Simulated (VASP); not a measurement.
Ag, 2 atoms in the cell. The typed cell holds 2 atoms: a = 2.922 Å, b = 2.922 Å, c = 4.702 Å, α = 90.00°, β = 90.00°, γ = 120.00°. 

- Program: VASP 6.6.1
- Task: single point
- Functional: PBE
- Potentials or basis: VASP PAW PBE potentials, release 64 (Ag)
- Cutoff: 520 eV
- k mesh: 3 × 3 × 1, shifted
- Occupations: gaussian, width 0.1 eV
- Spin: no spin polarisation
- Dipole correction: no
- Further INCAR settings: ALGO = Normal; EDIFF = 1e-07; NBANDS = 18

Potentials or basis: VASP PAW PBE potentials, release 64 (Ag).

Command:

```bash
$ cat potpaw_PBE.64/Ag/POTCAR > POTCAR
$ mpirun -np 1 vasp_std > vasp.out
```

Hardware: 1 thread of Intel(R) Xeon(R) Platinum 8488C (Sapphire Rapids) (shared host).

**Question.** How long does it take, and how much memory?

**Answer.** It took 12 s on 1 thread of Intel(R) Xeon(R) Platinum 8488C (Sapphire Rapids) (shared host), peak memory 0.17 GiB. Counts: scf iterations 11, k points 54.
